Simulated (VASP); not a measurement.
# Na (I4/mmm) in VASP: a series of runs, part 2 of 2

VASP 6.6.1.

**3. Electric field gradients, PBE**

Contents of INCAR:

```
SYSTEM = Na
ALGO = Normal
EDIFF = 1E-8
ENCUT = 520
GGA = PE
ISIF = 2
ISMEAR = 1
LASPH = .TRUE.
LCHARG = .FALSE.
LEFG = .TRUE.
LREAL = .FALSE.
LWAVE = .FALSE.
NBANDS = 10
NELM = 80
PREC = Accurate
SIGMA = 0.05
```

Contents of KPOINTS:

```
k-points
0
G
  11 11 11
  0 0 0
```

Contents of POSCAR:

```
Na
1.0
   -2.1335621770      2.1335621770      2.0857375000
    2.1335621770     -2.1335621770      2.0857375000
    2.1335621770      2.1335621770     -2.0857375000
Na
1
Direct
    0.0000000000      0.0000000000      0.0000000000
```

Potentials or basis: VASP PAW PBE potentials, release 64 (Na_pv).

On the command line:

```
> cat potpaw_PBE.64/Na_pv/POTCAR > POTCAR
> mpirun -np 1 vasp_std > vasp.out
```

OUTCAR:

```text
SYSTEM = Na
   EDIFF = 1E-8
   ENCUT = 520
   GGA = PE
   ISIF = 2
   ISMEAR = 1
   LASPH = .TRUE.
   LREAL = .FALSE.
   NELM = 80
   PREC = Accurate

 ion  position               nearest neighbor table
   1  0.000  0.000  0.000-

  LATTYP: Found a body centered tetragonal cell.
 ALAT       =     4.2671243540
 C/A-ratio  =     0.9775845872

  Lattice vectors:

 A1 = (  -2.1335621770,   2.1335621770,   2.0857375000)
 A2 = (   2.1335621770,  -2.1335621770,   2.0857375000)
 A3 = (   2.1335621770,   2.1335621770,  -2.0857375000)

Analysis of symmetry for initial positions (statically):
=====================================================================
 Subroutine PRICEL returns:
 Original cell was already a primitive cell.

 Routine SETGRP: Setting up the symmetry group for a
 body centered tetragonal supercell.

 Subroutine GETGRP returns: Found 16 space group operations
 (whereof 16 operations were pure point group operations)
 out of a pool of 16 trial point group operations.

The static configuration has the point symmetry D_4h.

Analysis of symmetry for dynamics (positions and initial velocities):
=====================================================================
 Subroutine PRICEL returns:
 Original cell was already a primitive cell.

 Routine SETGRP: Setting up the symmetry group for a
 body centered tetragonal supercell.

 Subroutine GETGRP returns: Found 16 space group operations
 (whereof 16 operations were pure point group operations)
 out of a pool of 16 trial point group operations.

The dynamic configuration has the point symmetry D_4h.

 Subroutine INISYM returns: Found 16 space group operations
 (whereof 16 operations are pure point group operations),
 and found     1 'primitive' translations

----------------------------------------------------------------------------------------

                                     Primitive cell

  volume of cell :      37.9778

  direct lattice vectors                    reciprocal lattice vectors
    -2.133562177  2.133562177  2.085737500     0.000000000  0.234349861  0.239723359
     2.133562177 -2.133562177  2.085737500     0.234349861  0.000000000  0.239723359
     2.133562177  2.133562177 -2.085737500     0.234349861  0.234349861  0.000000000

  length of vectors
     3.668034357  3.668034357  3.668034357     0.335241922  0.335241922  0.331420752

  position of ions in fractional coordinates (direct lattice)
     0.000000000  0.000000000  0.000000000

  ion indices of the primitive-cell ions
   primitive index   ion index
                 1           1

----------------------------------------------------------------------------------------

 KPOINTS: k-points

Automatic generation of k-mesh.
 Grid dimensions read from file:
 generate k-points for:   11   11   11
[... 70 lines left out ...]
   ISIF   =      2    stress and relaxation
   ISYM   =      2    0-nonsym 1-usesym 2-fastsym
   POTIM  = 0.5000    time-step for ionic-motion
   TEBEG  =    0.0;   TEEND  =   0.0 temperature during run
   PSTRESS=    0.0 pullay stress
   NELECT =       7.0000    total number of electrons
   NUPDOWN=      -1.0000    fix difference up-down
   EMIN   =  10.00;   EMAX   =-10.00  energy-range for DOS
   EFERMI =   0.00;   METHOD = LEGACY
   ISMEAR =     1;   SIGMA  =   0.05  broadening in eV -4-tet -1-fermi 0-gaus
   EFERMI_NEDOS =   21; number of points for ismear=-14 and -15
   IALGO  =     38    algorithm
   IMIX   =      4    mixing-type and parameters
     AMIX     =   0.40;   BMIX     =  1.00
     AMIX_MAG =   1.60;   BMIX_MAG =  1.00
  volume/ion in A,a.u.               =      37.98       256.29
  Fermi-wavevector in a.u.,A,eV,Ry     =   0.931674  1.760609 11.810087  0.868017
  Thomas-Fermi vector in A             =   2.058192
   LORBIT       =      0    0 simple, 1 ext, 2 COOP (PROOUT), +10 PAW based schemes
   GGA     = PE    functional components
   LHFCALC =     F    Hartree Fock is set to
   AEXX    =    0.0000 exact exchange contribution
   IVDW    =     0    specifies the selected vdW correction
   LEPSILON=     F    determine dielectric tensor
   LRPA    =     F    only Hartree local field effects (RPA)
 non-spin polarized calculation
 Methfessel and Paxton  Order N= 1 SIGMA  =   0.05
  energy-cutoff  :      520.00
  volume of cell :       37.98
 maximum number of plane-waves:      1036
   NGX = 13   NGY = 13   NGZ = 13

 number of electron       7.0000011 magnetization

 Free energy of the ion-electron system (eV)
  ---------------------------------------------------
  ext. energy  EPLUGINS =         0.00000000
  ---------------------------------------------------
  free energy    TOTEN  =        -1.31324548 eV

  energy without entropy =       -1.31320043  energy(sigma->0) =       -1.31323046

 E-fermi :   0.2867     XC(G=0):  -6.4396

 val. band max:        0.2114283379   @ k =  -0.1818   0.4545   0.0909
 cond. band min:       0.2937310581   @ k =  -0.1818  -0.3636   0.0909
 fundamental gap:      0.0823027202
 Fermi energy:         0.2867289102

 k-point     1 :       0.0000    0.0000    0.0000
  band No.  band energies     occupation
      1     -24.6604      2.00000
      2     -24.6603      2.00000
      3     -24.6603      2.00000
      4      -2.9671      2.00000
      5      11.6132      0.00000
      6      11.9548      0.00000
      7      11.9548      0.00000
      8      12.6576      0.00000
      9      12.9951      0.00000
     10      13.2168      0.00000
[... 287 lines left out ...]
 k-point    24 :      -0.1818    0.1818    0.0000
  band No.  band energies     occupation
      1     -24.6699      2.00000
      2     -24.6635      2.00000
      3     -24.6601      2.00000
      4      -2.4052      2.00000
      5       7.6745      0.00000
      6      10.1816      0.00000
      7      10.7027      0.00000
      8      11.0599      0.00000
      9      11.7594      0.00000
     10      13.7389      0.00000

 [... further k-points ...]

------------------------ aborting loop because EDIFF is reached ----------------------------------------

  FORCE on cell =-STRESS in cart. coord.  units (eV):
  Direction    XX          YY          ZZ          XY          YZ          ZX
  --------------------------------------------------------------------------------------
  -------------------------------------------------------------------------------------
  Total       -0.0512917     -0.0512917     -0.0499789      0.0000000      0.0000000      0.0000000
  in kB       -2.1638496     -2.1638496     -2.1084680      0.0000000      0.0000000      0.0000000
  external PRESSURE =      -2.1453890 kB  Pullay stress =       0.0000000 kB

 VOLUME and BASIS-vectors are now :
 -----------------------------------------------------------------------------
  energy-cutoff  :      520.00
  volume of cell :       37.98
      direct lattice vectors                 reciprocal lattice vectors
    -2.133562177  2.133562177  2.085737500     0.000000000  0.234349861  0.239723359
     2.133562177 -2.133562177  2.085737500     0.234349861  0.000000000  0.239723359
     2.133562177  2.133562177 -2.085737500     0.234349861  0.234349861  0.000000000

 POSITION                                       TOTAL-FORCE (eV/Angst)
 -----------------------------------------------------------------------------------
      0.00000      0.00000      0.00000         0.000000      0.000000      0.000000
 -----------------------------------------------------------------------------------
    total drift:                               -0.000000     -0.000000      0.000000

  FREE ENERGIE OF THE ION-ELECTRON SYSTEM (eV)
  ---------------------------------------------------
  free  energy   TOTEN  =        -1.3132454801 eV

  energy  without entropy=       -1.3132004303  energy(sigma->0) =       -1.31323046

 Electric field gradients (V/A^2)
---------------------------------------------------------------------
 ion       V_xx      V_yy      V_zz      V_xy      V_xz      V_yz
---------------------------------------------------------------------
   1      -0.016    -0.016     0.031    -0.004    -0.004    -0.004
---------------------------------------------------------------------

 Electric field gradients after diagonalization (V/A^2)
 (convention: |V_zz| > |V_xx| > |V_yy|)
----------------------------------------------------------------------
 ion       V_xx      V_yy      V_zz     asymmetry (V_yy - V_xx)/ V_zz
----------------------------------------------------------------------
   1      -0.020    -0.012     0.032       0.248
----------------------------------------------------------------------

           NMR quadrupolar parameters

 Cq : quadrupolar parameter    Cq=e*Q*V_zz/h
 eta: asymmetry parameters     (V_yy - V_xx)/ V_zz
 Q  : nuclear electric quadrupole moment in mb (millibarn)
----------------------------------------------------------------------
 ion       Cq(MHz)       eta       Q (mb)
----------------------------------------------------------------------
   1       0.000       0.248       1.000
----------------------------------------------------------------------
```

stdout:

```text
POSCAR found type information on POSCAR Na
 POSCAR found :  1 types and       1 ions
 scaLAPACK will be used
 LDA part: xc-table for (Slater+PW92), standard interpolation
 POSCAR, INCAR and KPOINTS ok, starting setup
 FFT: planning ... GRIDC
 FFT: planning ... GRID_SOFT
 FFT: planning ... GRID
 WAVECAR not read
 entering main loop
ion   1
```

Run time: 24 s. Hardware: 1 thread of Intel Xeon Platinum 8488C (Sapphire Rapids), shared host; peak memory 0.17 GiB.

Results:

```
Free energy                             : -1.3132 eV
Pressure                                : -0.2 GPa
Band gap on the k mesh                  : zero (an odd number of electrons rules out a gap without spin polarisation)
Largest electric field gradient by atom : zero within the noise of the run
```

Levels at points of the mesh, in eV from the Fermi level:
| k point | band 1 | band 2 | band 3 | band 4 | band 5 | band 6 | band 7 | band 8 |
| --- | --- | --- | --- | --- | --- | --- | --- | --- |
| (0.00, 0.00, 0.00) | -24.95 | -24.95 | -24.95 | -3.25 | 11.33 | 11.67 | 11.67 | 12.37 |
